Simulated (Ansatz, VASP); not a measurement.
## One calculation of Te4W, two programs

INCAR

```
SYSTEM = Te4W
ALGO     = Normal         ! electronic algorithm
EDIFF    = 1E-6           ! SCF threshold, eV
ENCUT    = 520            ! plane-wave cutoff, eV
GGA      = PE             ! functional
ISIF     = 2              ! what is computed and relaxed
ISMEAR   = 0              ! smearing method
LASPH    = .True.         ! aspherical terms in the spheres
LCHARG   = .False.        ! write CHGCAR
LREAL    = .False.        ! projectors in reciprocal space
LWAVE    = .False.        ! write WAVECAR
NBANDS   = 27             ! bands
NELM     = 100            ! most SCF steps
PREC     = Accurate       ! precision mode
SIGMA    = 0.1            ! smearing width, eV
```

KPOINTS

```
k-points
0
Gamma
  3 3 3
  0 0 0
```

File POSCAR:

```
Te4W
1.0
    3.1106742100      1.7959485900      4.7143456700
   -3.1106742100      1.7959485900      4.7143456700
    0.0000000000     -3.5918971900      4.7143456700
Te W
4 1
Direct
    0.5000000000      0.5000000000      0.0000000000
    0.0000000000      0.5000000000      0.5000000000
    0.5000000000      0.0000000000      0.5000000000
    0.5000000000      0.5000000000      0.5000000000
    0.0000000000      0.0000000000      0.0000000000
```

Input for Ansatz:

```yaml
crystal:
  lattice:
    - [3.11067421, 1.79594859, 4.71434567]
    - [-3.11067421, 1.79594859, 4.71434567]
    - [0.0, -3.59189719, 4.71434567]
  atoms:
    - { symbol: Te, position: [0.5, 0.5, 0.0] }
    - { symbol: Te, position: [0.0, 0.5, 0.5] }
    - { symbol: Te, position: [0.5, 0.0, 0.5] }
    - { symbol: Te, position: [0.5, 0.5, 0.5] }
    - { symbol: W, position: [0.0, 0.0, 0.0] }
basis:
  ecutwfc: 420
kpoints:
  mp_grid: { grid: [3, 3, 3] }
hamiltonian:
  xc: pbe
scf:
  occupations: { method: gaussian, width: 0.1 }
  lower_state_search: "off"
output:
  forces: true
  stress: true
  eigenvalues: true
```

Alike in both runs: task single point; functional PBE; k mesh 3 × 3 × 3; occupations gaussian, width 0.1 eV; no spin polarisation.

```csv
,VASP,Ansatz
version,VASP 6.6.1,Ansatz 0.2.0
potentials or method,"VASP PAW PBE potentials, release 64 (Te, W_sv), cutoff 520 eV","scalar-relativistic, plane waves, PAW"
valence electrons in the cell,38,78
```

|  | VASP | Ansatz | Ansatz less VASP |
| --- | --- | --- | --- |
| gap on the k mesh at the Fermi level (eV) | none | none | - |
| pressure (GPa) | 4.9 | 4.9 | +0.01 |
| traceless stress, the component that is largest in VASP (GPa) | 5.63 | 5.64 | +0.010 |

A gap of «none» marks a metal or a gap that the smearing closes. With one functional, cell and mesh, what is left measures potentials, basis and numerics. VASP's potentials hold 38 valence electrons a cell and Ansatz's 78, so a difference there can come from the potentials and not from the codes.

The k mesh is coarse, so the values compare programs but aren't converged. Neither program's run includes spin-orbit coupling.
